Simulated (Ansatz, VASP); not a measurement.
**Al in VASP and in Ansatz**

Contents of INCAR:

```
  PREC = Accurate
  ENCUT = 520
  EDIFF = 1E-6
  ISMEAR = 0
  SIGMA = 0.1
  LREAL = F
  LASPH = T
  NELM = 80
  ALGO = Fast
  ISIF = 2
  LWAVE = F
  LCHARG = F
  GGA = PS
  NBANDS = 8
```

File KPOINTS:

```
Automatic mesh
0
Gamma
  8 8 8
```

Contents of POSCAR:

```
Al
1.0
   -1.5912186900      1.5912186900      1.5912186900
    1.5912186900     -1.5912186900      1.5912186900
    1.5912186900      1.5912186900     -1.5912186900
Al
1
Direct
    0.0000000000      0.0000000000      0.0000000000
```

Input for Ansatz:

```yaml
crystal:
  lattice:
    - [-1.59121869, 1.59121869, 1.59121869]
    - [1.59121869, -1.59121869, 1.59121869]
    - [1.59121869, 1.59121869, -1.59121869]
  atoms:
    - { symbol: Al, position: [0.0, 0.0, 0.0] }
basis:
  ecutwfc: 420
kpoints:
  mp_grid: { grid: [8, 8, 8] }
hamiltonian:
  xc: pbesol
scf:
  occupations: { method: gaussian, width: 0.1 }
  lower_state_search: "off"
output:
  forces: true
  stress: true
  eigenvalues: true
```

Alike in both runs: task single point; functional PBEsol; k mesh 8 × 8 × 8; occupations gaussian, width 0.1 eV; no spin polarisation.

|  | VASP | Ansatz |
| --- | --- | --- |
| version | VASP 6.6.1 | Ansatz 0.2.0 |
| potentials or method | VASP PAW PBE potentials, release 64 (Al), cutoff 520 eV | scalar-relativistic, plane waves, PAW |
| valence electrons in the cell | 3 | 3 |

Ansatz gave:

```
gap on the k mesh at the Fermi level (eV) : none
pressure (GPa)                            : 2.6
```

Q: What did VASP give for the same quantities?

A: gap on the k mesh at the Fermi level (eV): none; pressure (GPa): 2.7.

VASP's potentials were made for PBE, not for PBEsol. A gap of «none» marks a metal or a gap that the smearing closes. The functional is the same, so the differences come from potentials, cutoffs and numerics.
